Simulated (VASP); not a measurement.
Write the native input for VASP 6.6.1 that does the following.

| Quantity | Value |
| --- | --- |
| Task | single point |
| Functional | PBEsol |
| Potentials or basis | VASP PAW PBE potentials, release 64 (Ti_sv) |
| Cutoff | 520 eV |
| k mesh | 17 × 17 × 5 |
| Occupations | gaussian, width 0.15 eV |
| Spin | no spin polarisation |
| Dipole correction | no |
| Further INCAR settings | ALGO = Fast; EDIFF = 1e-06; NBANDS = 32 |

The structure of Ti lies in POSCAR:

```
Ti
1.0
   -1.6410000000      1.6410000000     -1.6410000000
   -1.6410000000     -1.6410000000      1.6410000000
    0.0000000000      7.0943300859      7.0943300859
Ti
4
Direct
    0.0000000000      0.0000000000      0.8095901841
    0.5000000000      0.5000000000      0.1156557406
    0.0000000000      0.0000000000      0.3469672217
    0.5000000000      0.5000000000      0.5782787029
```

This cell differs from its parent crystal: the distance across one plane changed.

One way to write it, as run:

INCAR

```
SYSTEM = Ti
PREC = Accurate
ENCUT = 520
EDIFF = 1E-6
ISMEAR = 0
SIGMA = 0.15
LREAL = .FALSE.
LASPH = .TRUE.
NELM = 80
ALGO = Fast
ISIF = 2
LWAVE = .FALSE.
LCHARG = .FALSE.
GGA = PS
NBANDS = 32
```

KPOINTS

```
regular mesh
0
G
  17 17 5
  0 0 0
```

Potentials or basis: VASP PAW PBE potentials, release 64 (Ti_sv).

Run with:

```console
$ cat potpaw_PBE.64/Ti_sv/POTCAR > POTCAR
$ mpirun -np 1 vasp_std > vasp.out
```

It gave:

```yaml
Pressure: -10.7 GPa
Largest_force: 0.358 eV/Å
Band_gap_on_the_k_mesh: zero (bands 24 and 25 overlap by 1.01 eV)
```

Caveat: the cell differs from its parent crystal (the distance across one plane changed); the cell stands under tension; the PAW data sets were made with another functional, which shifts forces and pressure a little.

Run time: 16 min on 1 thread of Intel(R) Xeon(R) 6975P-C (Granite Rapids), with other jobs on the host, peak memory 0.52 GiB.
